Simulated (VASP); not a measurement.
# GdMn3 (Pm-3m) in VASP: notebook, part 2 of 2

VASP 6.6.1. The steps go on from the part before.

### Step 4. Single point, PBE+U, collinear spin, ferrimagnetic start

INCAR

```
PREC = Accurate ; ENCUT = 520
EDIFF = 1E-6 ; ISMEAR = 0
SIGMA = 0.05 ; LREAL = False
LASPH = True ; NELM = 150
ALGO = Normal ; ISIF = 2
LWAVE = False ; LCHARG = True
ISPIN = 2 ; MAGMOM = 7.96 -3.7 -3.7 -3.7
LORBIT = 11 ; LMAXMIX = 6
LDAU = True ; LDAUTYPE = 2
LDAUL = 3 -1 ; LDAUU = 6 0
LDAUJ = 0 0 ; LDAUPRINT = 1
GGA = PE ; LELF = True
LVHAR = True ; NBANDS = 40
```

KPOINTS

```
regular mesh
0
Gamma
  4 4 4
```

POSCAR

```
GdMn3
1.0
    4.1305773977      0.0000000000      0.0000000000
    0.0000000000      4.1305773977      0.0000000000
    0.0000000000      0.0000000000      4.1305773977
Gd Mn
1 3
Direct
    0.0000000000      0.0000000000      0.0000000000
    0.0000000000      0.5000000000      0.5000000000
    0.5000000000      0.5000000000      0.0000000000
    0.5000000000      0.0000000000      0.5000000000
```

Potentials or basis: VASP PAW PBE potentials, release 64 (Gd, Mn_pv).

Launch:

```bash
cat potpaw_PBE.64/Gd/POTCAR potpaw_PBE.64/Mn_pv/POTCAR > POTCAR
mpirun -np 1 vasp_std > vasp.out
```

OUTCAR:

```text
PREC = Accurate
   ENCUT = 520
   EDIFF = 1E-6
   ISMEAR = 0
   LREAL = False
   LASPH = True
   NELM = 150
   ISIF = 2
   ISPIN = 2
   LORBIT = 11
   GGA = PE

 ion  position               nearest neighbor table
   1  0.000  0.000  0.000-   2 2.92   3 2.92   4 2.92   2 2.92   4 2.92   2 2.92   3 2.92   2 2.92
                             3 2.92   4 2.92   4 2.92   3 2.92
   2  0.000  0.500  0.500-   1 2.92   3 2.92   4 2.92   1 2.92   3 2.92   1 2.92   4 2.92   1 2.92
                             3 2.92   4 2.92   3 2.92   4 2.92
   3  0.500  0.500  0.000-   1 2.92   2 2.92   4 2.92   2 2.92   4 2.92   1 2.92   4 2.92   4 2.92
                             1 2.92   2 2.92   2 2.92   1 2.92
   4  0.500  0.000  0.500-   1 2.92   2 2.92   3 2.92   1 2.92   3 2.92   2 2.92   3 2.92   3 2.92
                             1 2.92   2 2.92   1 2.92   2 2.92

  LATTYP: Found a simple cubic cell.
 ALAT       =     4.1305773977

  Lattice vectors:

 A1 = (   4.1305773977,   0.0000000000,   0.0000000000)
 A2 = (   0.0000000000,   4.1305773977,   0.0000000000)
 A3 = (   0.0000000000,   0.0000000000,   4.1305773977)

Analysis of symmetry for initial positions (statically):
=====================================================================
 Subroutine PRICEL returns:
 Original cell was already a primitive cell.

 Routine SETGRP: Setting up the symmetry group for a
 simple cubic supercell.

 Subroutine GETGRP returns: Found 48 space group operations
 (whereof 48 operations were pure point group operations)
 out of a pool of 48 trial point group operations.

The static configuration has the point symmetry O_h .

Analysis of symmetry for dynamics (positions and initial velocities):
=====================================================================
 Subroutine PRICEL returns:
 Original cell was already a primitive cell.

 Routine SETGRP: Setting up the symmetry group for a
 simple cubic supercell.

 Subroutine GETGRP returns: Found 48 space group operations
 (whereof 48 operations were pure point group operations)
 out of a pool of 48 trial point group operations.

The dynamic configuration has the point symmetry O_h .

Analysis of structural, dynamic, and magnetic symmetry:
=====================================================================
 Subroutine PRICEL returns:
 Original cell was already a primitive cell.

 Routine SETGRP: Setting up the symmetry group for a
 simple cubic supercell.

 Subroutine GETGRP returns: Found 48 space group operations
 (whereof 48 operations were pure point group operations)
 out of a pool of 48 trial point group operations.

The overall configuration has the point symmetry O_h .
[... 162 lines left out ...]
  o =  0.0050  v =  0.0000  0.0000  0.0000  0.0000  0.0000  0.0000  0.0000  0.6124 -0.0000 -0.7906 -0.0000 -0.0000 -0.0000 -0.0000      0.0000  0.0000  0.0000  0.0000  0.0000  0.0000  0.0000  0.0000  0.0000  0.0000  0.0000  0.0000  0.0000  0.0000
  o =  0.0054  v =  0.0000  0.0000  0.0000  0.0000  0.0000  0.0000  0.0000  0.0000  1.0000 -0.0000 -0.0000  0.0000 -0.0000  0.0000      0.0000  0.0000  0.0000  0.0000  0.0000  0.0000  0.0000  0.0000  0.0000  0.0000  0.0000  0.0000  0.0000  0.0000
  o =  0.9870  v = -0.6124  0.0000  0.7906  0.0000 -0.0000 -0.0000  0.0000  0.0000  0.0000  0.0000  0.0000  0.0000  0.0000  0.0000      0.0000  0.0000  0.0000  0.0000  0.0000  0.0000  0.0000  0.0000  0.0000  0.0000  0.0000  0.0000  0.0000  0.0000
  o =  0.9870  v =  0.0000  0.0000 -0.0000  0.0000  0.7906 -0.0048  0.6124  0.0000  0.0000  0.0000  0.0000  0.0000  0.0000  0.0000      0.0000  0.0000  0.0000  0.0000  0.0000  0.0000  0.0000  0.0000  0.0000  0.0000  0.0000  0.0000  0.0000  0.0000
  o =  0.9870  v =  0.0000 -0.0000  0.0000  0.0000  0.0038  1.0000  0.0029  0.0000  0.0000  0.0000  0.0000  0.0000  0.0000  0.0000      0.0000  0.0000  0.0000  0.0000  0.0000  0.0000  0.0000  0.0000  0.0000  0.0000  0.0000  0.0000  0.0000  0.0000
  o =  0.9887  v =  0.0000 -0.0000  0.0000 -1.0000 -0.0042  0.0000  0.0054  0.0000  0.0000  0.0000  0.0000  0.0000  0.0000  0.0000      0.0000  0.0000  0.0000  0.0000  0.0000  0.0000  0.0000  0.0000  0.0000  0.0000  0.0000  0.0000  0.0000  0.0000
  o =  0.9887  v = -0.7906 -0.0000 -0.6124 -0.0000  0.0000  0.0000 -0.0000  0.0000  0.0000  0.0000  0.0000  0.0000  0.0000  0.0000      0.0000  0.0000  0.0000  0.0000  0.0000  0.0000  0.0000  0.0000  0.0000  0.0000  0.0000  0.0000  0.0000  0.0000
  o =  0.9887  v =  0.0000  0.0000 -0.0000  0.0068 -0.6124  0.0000  0.7906  0.0000  0.0000  0.0000  0.0000  0.0000  0.0000  0.0000      0.0000  0.0000  0.0000  0.0000  0.0000  0.0000  0.0000  0.0000  0.0000  0.0000  0.0000  0.0000  0.0000  0.0000
  o =  0.9917  v =  0.0000  1.0000 -0.0000 -0.0000  0.0000  0.0000 -0.0000  0.0000  0.0000  0.0000  0.0000  0.0000  0.0000  0.0000      0.0000  0.0000  0.0000  0.0000  0.0000  0.0000  0.0000  0.0000  0.0000  0.0000  0.0000  0.0000  0.0000  0.0000

 number of electron      56.9999947 magnetization      -2.9102679

 Free energy of the ion-electron system (eV)
  ---------------------------------------------------
  ext. energy  EPLUGINS =         0.00000000
  ---------------------------------------------------
  free energy    TOTEN  =       -36.88546164 eV

  energy without entropy =      -36.88192464  energy(sigma->0) =      -36.88369314

 E-fermi :   5.8282     XC(G=0): -11.7206

 val. band max:        5.8277523030   @ k =   0.5000   0.5000   0.5000
 cond. band min:       5.8555415472   @ k =   0.5000   0.2500   0.2500
 fundamental gap:      0.0277892442
 Fermi energy:         5.8282009110

 spin component 1

 k-point     1 :       0.0000    0.0000    0.0000
  band No.  band energies     occupation
      1     -39.9737      1.00000
      2     -39.9737      1.00000
      3     -39.9737      1.00000
      4     -39.9409      1.00000
      5     -39.9409      1.00000
      6     -39.9409      1.00000
[... 419 lines left out ...]
     39       8.4107      0.00000
     40       9.6825      0.00000
 Fermi energy:         5.8282009110

 spin component 2

 k-point     1 :       0.0000    0.0000    0.0000
  band No.  band energies     occupation
      1     -43.4953      1.00000
      2     -43.4953      1.00000
      3     -43.4953      1.00000
      4     -43.4713      1.00000
      5     -43.4713      1.00000
      6     -43.4713      1.00000
[... 419 lines left out ...]
     39      10.3238      0.00000
     40      10.3238      0.00000

------------------------ aborting loop because EDIFF is reached ----------------------------------------

  FORCE on cell =-STRESS in cart. coord.  units (eV):
  Direction    XX          YY          ZZ          XY          YZ          ZX
  --------------------------------------------------------------------------------------
  -------------------------------------------------------------------------------------
  Total       -0.0402802     -0.0402802     -0.0402802     -0.0000000     -0.0000000      0.0000000
  in kB       -0.9157358     -0.9157358     -0.9157358     -0.0000000     -0.0000000      0.0000000
  external PRESSURE =      -0.9157358 kB  Pullay stress =       0.0000000 kB

 VOLUME and BASIS-vectors are now :
 -----------------------------------------------------------------------------
  energy-cutoff  :      520.00
  volume of cell :       70.47
      direct lattice vectors                 reciprocal lattice vectors
     4.130577398  0.000000000  0.000000000     0.242096904  0.000000000  0.000000000
     0.000000000  4.130577398  0.000000000     0.000000000  0.242096904  0.000000000
     0.000000000  0.000000000  4.130577398     0.000000000  0.000000000  0.242096904

 POSITION                                       TOTAL-FORCE (eV/Angst)
 -----------------------------------------------------------------------------------
      0.00000      0.00000      0.00000         0.000000      0.000000      0.000000
      0.00000      2.06529      2.06529         0.000000      0.000000      0.000000
      2.06529      2.06529      0.00000         0.000000      0.000000      0.000000
      2.06529      0.00000      2.06529         0.000000      0.000000      0.000000
 -----------------------------------------------------------------------------------
    total drift:                                0.000000     -0.000000     -0.000000

  FREE ENERGIE OF THE ION-ELECTRON SYSTEM (eV)
  ---------------------------------------------------
  free  energy   TOTEN  =       -36.8854616372 eV

  energy  without entropy=      -36.8819246439  energy(sigma->0) =      -36.88369314

 total charge

# of ion       s       p       d       f       tot
--------------------------------------------------
    1        2.084   5.574   0.750   6.946  15.355
    2        0.336   6.200   4.996   0.000  11.531
    3        0.336   6.200   4.996   0.000  11.531
    4        0.336   6.200   4.996   0.000  11.531
--------------------------------------------------
tot          3.091  24.173  15.737   6.946  49.947

 magnetization (x)

# of ion       s       p       d       f       tot
--------------------------------------------------
    1        0.015  -0.102   0.249   6.880   7.043
    2       -0.008  -0.012  -3.303   0.000  -3.322
    3       -0.008  -0.012  -3.303   0.000  -3.322
    4       -0.008  -0.012  -3.303   0.000  -3.322
--------------------------------------------------
tot         -0.008  -0.136  -9.660   6.880  -2.924
```

Wall time 75 s (1 thread of Oxide Virtual Turin-like, shared host); peak memory 0.2 GiB.

What came out:

```yaml
Free_energy: -36.8855 eV
Pressure: -0.1 GPa
Net_moment: -2.91 μB per cell
Site_moments: Gd +7.04; Mn -3.32 μB
Valence_electrons_inside_the_program's_atomic_spheres: Gd 15.36; Mn 11.53
```

Eigenvalues of the final occupation matrices:
| site | spin | trace | eigenvalues |
| --- | --- | --- | --- |
| site 1 f | 1 | 6.92 | 0.99 0.99 0.99 0.99 0.99 0.99 0.99 |
| site 1 f | 2 | 0.03 | 0.00 0.00 0.00 0.00 0.00 0.01 0.01 |

Caveat: the k points lie up to 0.38 Å⁻¹ apart; spin-orbit coupling is left out, which moves the levels of the heavy elements. The state reached can hang on the start; a lower one may exist.
